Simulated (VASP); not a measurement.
# Si3N4 (P6_3/m) in VASP: notebook

The runs below take Si3N4 through single point, with PBE.

Program: VASP 6.6.1. These are calculated values, not measurements. Logs are shortened: lines on timing, memory, paths and dates and some standing lists are left out, and cuts for length are marked.

## 1. The cell of the first run

The structure is hexagonal, space group P6_3/m (No. 176). The conventional cell has a = 7.606 Å, b = 7.606 Å, c = 2.906 Å, α = 90.00°, β = 90.00°, γ = 120.00°. Within 2.3 Å of Si (site symmetry m) lie 4 N at 1.73 to 1.74 Å. N (site symmetry -6) has 3 Si at 1.73 Å within 2.3 Å. N (site symmetry m) has 3 Si at 1.73 to 1.74 Å within 2.3 Å.

## 2. Single point, PBE

Contents of INCAR:

```
SYSTEM = Si3N4
  PREC = Accurate
  ENCUT = 520
  EDIFF = 1E-6
  ISMEAR = -1
  SIGMA = 0.02
  LREAL = .False.
  LASPH = .True.
  NELM = 60
  ALGO = Normal
  ISIF = 2
  LWAVE = .False.
  LCHARG = .False.
  GGA = PE
  NBANDS = 45
```

Contents of KPOINTS:

```
Automatic mesh
0
Gamma
  6 6 8
  0 0 0
```

Contents of POSCAR:

```
Si3N4
1.0
    7.6056640558      0.0000000000      0.0000000000
   -3.8028320279      6.5866982850      0.0000000000
    0.0000000000      0.0000000000      2.9056464664
Si N
6 8
Direct
    0.2306108591      0.8245677903      0.7500000000
    0.4060430687      0.2306108591      0.2500000000
    0.8245677903      0.5939569313      0.2500000000
    0.1754322097      0.4060430687      0.7500000000
    0.5939569313      0.7693891409      0.7500000000
    0.7693891409      0.1754322097      0.2500000000
    0.3333333333      0.6666666667      0.7500000000
    0.6666666667      0.3333333333      0.2500000000
    0.9687373408      0.6696818164      0.7500000000
    0.2990555244      0.9687373408      0.2500000000
    0.6696818164      0.7009444756      0.2500000000
    0.3303181836      0.2990555244      0.7500000000
    0.0312626592      0.3303181836      0.2500000000
    0.7009444756      0.0312626592      0.7500000000
```

Potentials or basis: VASP PAW PBE potentials, release 64 (Si, N).

Run with:

```bash
cat potpaw_PBE.64/Si/POTCAR potpaw_PBE.64/N/POTCAR > POTCAR
mpirun -np 1 vasp_std > vasp.out
```

OUTCAR:

```text
SYSTEM = Si3N4
   PREC = Accurate
   ENCUT = 520
   EDIFF = 1E-6
   ISMEAR = -1
   LREAL = .False.
   LASPH = .True.
   NELM = 60
   ISIF = 2
   GGA = PE

 ion  position               nearest neighbor table
   1  0.231  0.825  0.750-   7 1.73   9 1.73  10 1.74  10 1.74   5 3.00   4 3.00   3 3.05   3 3.05
                             2 3.05   2 3.05
   2  0.406  0.231  0.250-   8 1.73  10 1.73  12 1.74  12 1.74   6 3.00   3 3.00   4 3.05   4 3.05
                             1 3.05   1 3.05
   3  0.825  0.594  0.250-   8 1.73  11 1.73   9 1.74   9 1.74   2 3.00   6 3.00   5 3.05   5 3.05
                             1 3.05   1 3.05
   4  0.175  0.406  0.750-   7 1.73  12 1.73  13 1.74  13 1.74   5 3.00   1 3.00   2 3.05   2 3.05
                             6 3.05   6 3.05
   5  0.594  0.769  0.750-   7 1.73  14 1.73  11 1.74  11 1.74   1 3.00   4 3.00   3 3.05   3 3.05
                             6 3.05   6 3.05
   6  0.769  0.175  0.250-   8 1.73  13 1.73  14 1.74  14 1.74   2 3.00   3 3.00   4 3.05   4 3.05
                             5 3.05   5 3.05
   7  0.333  0.667  0.750-   1 1.73   4 1.73   5 1.73
   8  0.667  0.333  0.250-   6 1.73   3 1.73   2 1.73
   9  0.969  0.670  0.750-   1 1.73   3 1.74   3 1.74
  10  0.299  0.969  0.250-   2 1.73   1 1.74   1 1.74
  11  0.670  0.701  0.250-   3 1.73   5 1.74   5 1.74
  12  0.330  0.299  0.750-   4 1.73   2 1.74   2 1.74
  13  0.031  0.330  0.250-   6 1.73   4 1.74   4 1.74
  14  0.701  0.031  0.750-   5 1.73   6 1.74   6 1.74

  LATTYP: Found a hexagonal cell.
 ALAT       =     7.6056640558
 C/A-ratio  =     0.3820371824

  Lattice vectors:

 A1 = (   7.6056640558,   0.0000000000,   0.0000000000)
 A2 = (  -3.8028320279,   6.5866982850,   0.0000000000)
 A3 = (   0.0000000000,   0.0000000000,   2.9056464664)

Analysis of symmetry for initial positions (statically):
=====================================================================
 Subroutine PRICEL returns:
 Original cell was already a primitive cell.

 Routine SETGRP: Setting up the symmetry group for a
 hexagonal supercell.

 Subroutine GETGRP returns: Found 12 space group operations
 (whereof  6 operations were pure point group operations)
 out of a pool of 24 trial point group operations.

The static configuration has the point symmetry S_6 .
 The point group associated with its full space group is C_6h.

Analysis of symmetry for dynamics (positions and initial velocities):
=====================================================================
 Subroutine PRICEL returns:
 Original cell was already a primitive cell.

 Routine SETGRP: Setting up the symmetry group for a
 hexagonal supercell.

 Subroutine GETGRP returns: Found 12 space group operations
 (whereof  6 operations were pure point group operations)
 out of a pool of 24 trial point group operations.

The dynamic configuration has the point symmetry S_6 .
 The point group associated with its full space group is C_6h.

 Subroutine INISYM returns: Found 12 space group operations
 (whereof  6 operations are pure point group operations),
 and found     1 'primitive' translations

----------------------------------------------------------------------------------------

                                     Primitive cell

  volume of cell :     145.5619

  direct lattice vectors                    reciprocal lattice vectors
     7.605664056  0.000000000  0.000000000     0.131480958  0.075910567  0.000000000
    -3.802832028  6.586698285  0.000000000     0.000000000  0.151821134  0.000000000
     0.000000000  0.000000000  2.905646466     0.000000000  0.000000000  0.344157492

  length of vectors
     7.605664056  7.605664056  2.905646466     0.151821134  0.151821134  0.344157492

  position of ions in fractional coordinates (direct lattice)
     0.230610859  0.824567790  0.750000000
     0.406043069  0.230610859  0.250000000
     0.824567790  0.593956931  0.250000000
     0.175432210  0.406043069  0.750000000
     0.593956931  0.769389141  0.750000000
[... 32 lines left out ...]
 Grid dimensions read from file:
 generate k-points for:    6    6    8

 Generating k-lattice:

  Cartesian coordinates                     Fractional coordinates (reciprocal lattice)
     0.021913493  0.012651761  0.000000000     0.166666667 -0.000000000  0.000000000
     0.000000000  0.025303522  0.000000000     0.000000000  0.166666667  0.000000000
     0.000000000  0.000000000  0.043019686     0.000000000  0.000000000  0.125000000

  Length of vectors
     0.025303522  0.025303522  0.043019686

  Shift w.r.t. Gamma in fractional coordinates (k-lattice)
     0.000000000  0.000000000  0.000000000

 Subroutine IBZKPT returns following result:
 ===========================================

 Found     40 irreducible k-points:

 Following reciprocal coordinates:
            Coordinates               Weight
  0.000000  0.000000  0.000000      1.000000
  0.166667  0.000000  0.000000      6.000000
  0.333333  0.000000  0.000000      6.000000
  0.500000  0.000000  0.000000      3.000000
  0.166667  0.166667  0.000000      6.000000
  0.333333  0.166667  0.000000      6.000000
[... 16 lines left out ...]
 -0.333333  0.500000 -0.250000     12.000000
  0.333333  0.333333  0.250000      4.000000
 [... further k-points ...]
   k-points           NKPTS =     40   k-points in BZ     NKDIM =     40   number of bands    NBANDS=     45
   number of dos      NEDOS =    301   number of ions     NIONS =     14
   total plane-waves  NPLWV =  86400
   dimension x,y,z NGX =    60 NGY =   60 NGZ =   24
   dimension x,y,z NGXF=   120 NGYF=  120 NGZF=   48
   ions per type =               6   8
   NGX,Y,Z   is equivalent  to a cutoff of  13.11, 13.11, 13.73 a.u.
   NGXF,Y,Z  is equivalent  to a cutoff of  26.23, 26.23, 27.46 a.u.
 SYSTEM =  Si3N4
   PREC   = accura    normal or accurate (medium, high low for compatibility)
   ISTART =      0    job   : 0-new  1-cont  2-samecut
   ICHARG =      2    charge: 1-file 2-atom 10-const
   ISPIN  =      1    spin polarized calculation?
   LNONCOLLINEAR =      F non collinear calculations
   LSORBIT =      F    spin-orbit coupling
   LASPH  =      T    aspherical Exc in radial PAW
   ENCUT  =  520.0 eV  38.22 Ry    6.18 a.u.  14.14 14.14  5.40*2*pi/ulx,y,z
   NELM   =     60;   NELMIN=  2; NELMDL= -5     # of ELM steps
   EDIFF  = 0.1E-05   stopping-criterion for ELM
   LREAL  =      F    real-space projection
   EDIFFG = 0.1E-04   stopping-criterion for IOM
   NSW    =      0    number of steps for IOM
   IBRION =     -1    ionic relax: 0-MD 1-quasi-New 2-CG
   NFREE  =      0    steps in history (QN), initial steepest desc. (CG)
   ISIF   =      2    stress and relaxation
   ISYM   =      2    0-nonsym 1-usesym 2-fastsym
   POTIM  = 0.5000    time-step for ionic-motion
   TEBEG  =    0.0;   TEEND  =   0.0 temperature during run
   PSTRESS=    0.0 pullay stress
   NELECT =      64.0000    total number of electrons
   NUPDOWN=      -1.0000    fix difference up-down
   EMIN   =  10.00;   EMAX   =-10.00  energy-range for DOS
   EFERMI =   0.00;   METHOD = LEGACY
   ISMEAR =    -1;   SIGMA  =   0.02  broadening in eV -4-tet -1-fermi 0-gaus
   EFERMI_NEDOS =   21; number of points for ismear=-14 and -15
   IALGO  =     38    algorithm
   IMIX   =      4    mixing-type and parameters
     AMIX     =   0.40;   BMIX     =  1.00
     AMIX_MAG =   1.60;   BMIX_MAG =  1.00
  volume/ion in A,a.u.               =      10.40        70.16
  Fermi-wavevector in a.u.,A,eV,Ry     =   1.244855  2.352436 21.084474  1.549665
  Thomas-Fermi vector in A             =   2.379104
   LORBIT       =      0    0 simple, 1 ext, 2 COOP (PROOUT), +10 PAW based schemes
   GGA     = PE    functional components
   LHFCALC =     F    Hartree Fock is set to
   AEXX    =    0.0000 exact exchange contribution
   IVDW    =     0    specifies the selected vdW correction
   LEPSILON=     F    determine dielectric tensor
   LRPA    =     F    only Hartree local field effects (RPA)
 non-spin polarized calculation
  energy-cutoff  :      520.00
  volume of cell :      145.56
 maximum number of plane-waves:      3965
 NGX is ok and might be reduce to    60
   NGX = 29   NGY = 29   NGZ = 11

 number of electron      63.9999992 magnetization

 Free energy of the ion-electron system (eV)
  ---------------------------------------------------
  ext. energy  EPLUGINS =         0.00000000
  ---------------------------------------------------
  free energy    TOTEN  =      -114.49013312 eV

  energy without entropy =     -114.49013312  energy(sigma->0) =     -114.49013312

 E-fermi :   7.2201     XC(G=0): -10.8070

 val. band max:        6.7615373825   @ k =   0.0000   0.0000   0.1250
 cond. band min:      11.1029140365   @ k =   0.0000   0.0000   0.0000
 fundamental gap:      4.3413766540
 Fermi energy:         7.2201444057

 k-point     1 :       0.0000    0.0000    0.0000
  band No.  band energies     occupation
      1     -11.4600      2.00000
      2     -10.0026      2.00000
      3     -10.0026      2.00000
      4      -9.3636      2.00000
      5      -9.2233      2.00000
      6      -9.2233      2.00000
[... 1117 lines left out ...]
     43      15.0683      0.00000
     44      15.0683      0.00000

 [... further k-points ...]

 [bands above 44 left out]

------------------------ aborting loop because EDIFF is reached ----------------------------------------

  FORCE on cell =-STRESS in cart. coord.  units (eV):
  Direction    XX          YY          ZZ          XY          YZ          ZX
  --------------------------------------------------------------------------------------
  -------------------------------------------------------------------------------------
  Total        4.8228223      4.8228223      4.9827244     -0.0000000     -0.0000000      0.0000000
  in kB       53.0840640     53.0840640     54.8440811     -0.0000005     -0.0000000      0.0000000
  external PRESSURE =      53.6707364 kB  Pullay stress =       0.0000000 kB

 VOLUME and BASIS-vectors are now :
 -----------------------------------------------------------------------------
  energy-cutoff  :      520.00
  volume of cell :      145.56
      direct lattice vectors                 reciprocal lattice vectors
     7.605664056  0.000000000  0.000000000     0.131480958  0.075910567  0.000000000
    -3.802832028  6.586698285  0.000000000     0.000000000  0.151821134  0.000000000
     0.000000000  0.000000000  2.905646466     0.000000000  0.000000000  0.344157492

 POSITION                                       TOTAL-FORCE (eV/Angst)
 -----------------------------------------------------------------------------------
     -1.38174      5.43118      2.17923         0.025984      0.032621     -0.000000
      2.21125      1.51896      0.72641        -0.015259      0.038813      0.000000
      4.01267      3.91222      0.72641         0.041243     -0.006192      0.000000
     -0.20984      2.67448      2.17923        -0.041243      0.006192     -0.000000
      1.59158      5.06773      2.17923         0.015259     -0.038813     -0.000000
      5.18458      1.15552      0.72641        -0.025984     -0.032621      0.000000
     -0.00000      4.39113      2.17923         0.000000     -0.000000      0.000000
      3.80283      2.19557      0.72641         0.000000      0.000000     -0.000000
      4.82120      4.41099      2.17923         0.027642      0.027864      0.000000
     -1.40943      6.38078      0.72641        -0.010310      0.037870      0.000000
      2.42780      4.61691      0.72641         0.037951     -0.010007     -0.000000
      1.37503      1.96979      2.17923        -0.037951      0.010007      0.000000
     -1.01837      2.17571      0.72641        -0.027642     -0.027864     -0.000000
      5.21226      0.20592      2.17923         0.010310     -0.037870     -0.000000
 -----------------------------------------------------------------------------------
    total drift:                               -0.000001      0.000000     -0.000000

  FREE ENERGIE OF THE ION-ELECTRON SYSTEM (eV)
  ---------------------------------------------------
  free  energy   TOTEN  =      -114.4901331156 eV

  energy  without entropy=     -114.4901331156  energy(sigma->0) =     -114.49013312
```

It took 2.4 min on 1 thread of Intel Xeon 6975P-C (Granite Rapids), shared host; peak memory 0.38 GiB.

What came out:

```
Free energy            : -114.4901 eV
Pressure               : 5.4 GPa
Largest force          : 0.042 eV/Å
Band gap on the k mesh : 4.34 eV, indirect (least direct gap 4.53 eV)
```

Forces on the atoms (eV/Å):
```
Si   0.026  0.033  0.000
Si  -0.015  0.039  0.000
Si   0.041 -0.006  0.000
Si  -0.041  0.006  0.000
Si   0.015 -0.039  0.000
Si  -0.026 -0.033  0.000
N    0.000  0.000  0.000
N    0.000  0.000  0.000
N    0.028  0.028  0.000
N   -0.010  0.038  0.000
N    0.038 -0.010  0.000
N   -0.038  0.010  0.000
N   -0.028 -0.028  0.000
N    0.010 -0.038  0.000
```

Stress tensor (GPa, compression positive):
```
5.31 0.00 0.00
0.00 5.31 0.00
0.00 0.00 5.48
```

Levels at points of the mesh, in eV from the valence-band top:
```
           k point  band 29  band 30  band 31  band 32  band 33  band 34  band 35  band 36
(0.00, 0.00, 0.00)    -1.27    -0.44    -0.39    -0.19     4.34     4.78     4.91     4.91
(0.50, 0.00, 0.00)    -1.34    -0.78    -0.31    -0.24     4.63     4.73     4.89     5.30
(0.00, 0.00, 0.50)    -1.62    -1.62    -1.32    -1.32     4.73     4.73     4.73     4.73
(0.50, 0.00, 0.50)    -1.50    -1.50    -1.04    -1.04     4.80     4.80     5.87     5.87
```

## 3. Single point, PBE (strain +1.0%)

Contents of INCAR:

```
SYSTEM = Si3N4
ALGO = Normal ; EDIFF = 1E-6
ENCUT = 520 ; GGA = PE
ISIF = 2 ; ISMEAR = -1
LASPH = .True. ; LCHARG = .False.
LREAL = .False. ; LWAVE = .False.
NBANDS = 45 ; NELM = 80
PREC = Accurate ; SIGMA = 0.02
```

Contents of KPOINTS:

```
k-points
0
Gamma
  6 6 8
  0 0 0
```

Contents of POSCAR:

```
Si3N4
1.0
    7.6817206964      0.0000000000      0.0000000000
   -3.8408603482      6.6525652678      0.0000000000
    0.0000000000      0.0000000000      2.9347029311
Si N
6 8
Direct
    0.2290856309      0.8231467635      0.7500000000
    0.4059388673      0.2290856309      0.2500000000
    0.8231467635      0.5940611327      0.2500000000
    0.1768532365      0.4059388673      0.7500000000
    0.5940611327      0.7709143691      0.7500000000
    0.7709143691      0.1768532365      0.2500000000
    0.3333333333      0.6666666667      0.7500000000
    0.6666666667      0.3333333333      0.2500000000
    0.9672689062      0.6693634603      0.7500000000
    0.2979054458      0.9672689062      0.2500000000
    0.6693634603      0.7020945542      0.2500000000
    0.3306365397      0.2979054458      0.7500000000
    0.0327310938      0.3306365397      0.2500000000
    0.7020945542      0.0327310938      0.7500000000
```

Potentials or basis: VASP PAW PBE potentials, release 64 (Si, N).

Run with:

```bash
cat potpaw_PBE.64/Si/POTCAR potpaw_PBE.64/N/POTCAR > POTCAR
mpirun -np 1 vasp_std > vasp.out
```

It took 2.5 min on 1 thread of Intel Xeon 6975P-C (Granite Rapids), shared host; peak memory 0.38 GiB.

It converged, with:

* Free energy: -114.5348 eV
* Pressure: -1.9 GPa
* Largest force: 0.037 eV/Å
* Band gap on the k mesh: 4.22 eV, indirect (least direct gap 4.41 eV)

Forces in eV/Å, atoms in the order of the input:
```
Si   0.023  0.028  0.000
Si  -0.013  0.034  0.000
Si   0.036 -0.006  0.000
Si  -0.036  0.006  0.000
Si   0.013 -0.034  0.000
Si  -0.023 -0.028  0.000
N    0.000  0.000  0.000
N    0.000  0.000  0.000
N    0.024  0.027  0.000
N   -0.011  0.034  0.000
N    0.035 -0.008  0.000
N   -0.035  0.008  0.000
N   -0.024 -0.027  0.000
N    0.011 -0.034  0.000
```

Stress tensor (GPa, compression positive):
```
-1.77  0.00  0.00
 0.00 -1.77  0.00
 0.00  0.00 -2.02
```

Levels at points of the mesh, in eV from the valence-band top:
| k point | band 28 | band 29 | band 30 | band 31 | band 32 | band 33 | band 34 | band 35 | band 36 | band 37 |
| --- | --- | --- | --- | --- | --- | --- | --- | --- | --- | --- |
| (0.00, 0.00, 0.00) | -1.23 | -1.23 | -0.43 | -0.39 | -0.18 | 4.23 | 4.54 | 4.73 | 4.73 | 5.02 |
| (0.50, 0.00, 0.00) | -1.64 | -1.29 | -0.76 | -0.30 | -0.23 | 4.46 | 4.58 | 4.75 | 5.11 | 5.69 |
| (0.00, 0.00, 0.50) | -1.57 | -1.57 | -1.57 | -1.25 | -1.25 | 4.63 | 4.63 | 4.63 | 4.63 | 7.17 |
| (0.50, 0.00, 0.50) | -1.81 | -1.45 | -1.45 | -0.99 | -0.99 | 4.66 | 4.66 | 5.73 | 5.73 | 6.11 |

Caveat: the cell differs from its parent crystal (strain +1.0%). A k mesh can miss the band edges.

## 4. Single point, PBE (strain +2.0%)

Contents of INCAR:

```
SYSTEM = Si3N4
PREC = Accurate
ENCUT = 520
EDIFF = 1E-6
ISMEAR = -1
SIGMA = 0.02
LREAL = .False.
LASPH = .True.
NELM = 80
ALGO = Normal
ISIF = 2
LWAVE = .False.
LCHARG = .True.
GGA = PE
LELF = .True.
LVHAR = .True.
NBANDS = 45
```

Contents of KPOINTS:

```
regular mesh
0
Gamma
  6 6 8
  0 0 0
```

Contents of POSCAR:

```
Si3N4
1.0
    7.7577773369      0.0000000000      0.0000000000
   -3.8788886685      6.7184322507      0.0000000000
    0.0000000000      0.0000000000      2.9637593957
Si N
6 8
Direct
    0.2277131585      0.8218710848      0.7500000000
    0.4058420736      0.2277131585      0.2500000000
    0.8218710848      0.5941579264      0.2500000000
    0.1781289152      0.4058420736      0.7500000000
    0.5941579264      0.7722868415      0.7500000000
    0.7722868415      0.1781289152      0.2500000000
    0.3333333333      0.6666666667      0.7500000000
    0.6666666667      0.3333333333      0.2500000000
    0.9659313098      0.6690976060      0.7500000000
    0.2968337037      0.9659313098      0.2500000000
    0.6690976060      0.7031662963      0.2500000000
    0.3309023940      0.2968337037      0.7500000000
    0.0340686902      0.3309023940      0.2500000000
    0.7031662963      0.0340686902      0.7500000000
```

Run with:

```bash
cat potpaw_PBE.64/Si/POTCAR potpaw_PBE.64/N/POTCAR > POTCAR
mpirun -np 1 vasp_std > vasp.out
```

Run time: 2.6 min. Hardware: 1 thread of Intel Xeon 6975P-C (Granite Rapids), shared host; peak memory 0.39 GiB.

It converged, with:

| Item | Value |
| --- | --- |
| Free energy | -114.3908 eV |
| Pressure | -8.2 GPa |
| Largest force | 0.034 eV/Å |
| Band gap on the k mesh | 4.11 eV, indirect (least direct gap 4.29 eV) |

Forces in eV/Å, atoms in the order of the input:
```
Si   0.021  0.024  0.000
Si  -0.010  0.030  0.000
Si   0.031 -0.006  0.000
Si  -0.031  0.006  0.000
Si   0.010 -0.030  0.000
Si  -0.021 -0.024  0.000
N    0.000  0.000  0.000
N    0.000  0.000  0.000
N    0.022  0.025  0.000
N   -0.011  0.032  0.000
N    0.033 -0.007  0.000
N   -0.033  0.007  0.000
N   -0.022 -0.025  0.000
N    0.011 -0.032  0.000
```

Stress tensor (GPa, compression positive):
```
-8.00  0.00  0.00
 0.00 -8.00  0.00
 0.00  0.00 -8.61
```

Levels at points of the mesh, in eV from the valence-band top:
```csv
k point,band 30,band 31,band 32,band 33,band 34,band 35
"(0.00, 0.00, 0.00)",-0.41,-0.40,-0.18,4.11,4.25,4.56
"(0.50, 0.00, 0.00)",-0.75,-0.29,-0.23,4.29,4.43,4.61
"(0.00, 0.00, 0.50)",-1.52,-1.19,-1.19,4.53,4.53,4.53
"(0.50, 0.00, 0.50)",-1.41,-0.95,-0.95,4.52,4.52,5.59
```

Caveat: the cell differs from its parent crystal (strain +2.0%). A k mesh can miss the band edges.

## 5. Overview

```csv
cell,gap on the mesh (eV),pressure (GPa),largest force (eV/Å)
"a = 7.606, b = 7.606, c = 2.906 Å, angles 90.0, 90.0, 120.0°, 14 atoms",4.34,5.4,0.04
"a = 7.682, b = 7.682, c = 2.935 Å, angles 90.0, 90.0, 120.0°, 14 atoms",4.22,-1.9,0.04
"a = 7.758, b = 7.758, c = 2.964 Å, angles 90.0, 90.0, 120.0°, 14 atoms",4.11,-8.2,0.03
```

Alike in all rows: task single point; level PBE; potentials or basis VASP PAW PBE potentials, release 64 (Si, N); no spin polarisation; k mesh 6 × 6 × 8; cutoff (eV) 520; smearing fermi-dirac 0.02 eV.

Absolute energies hang on the potentials; compare differences alone.
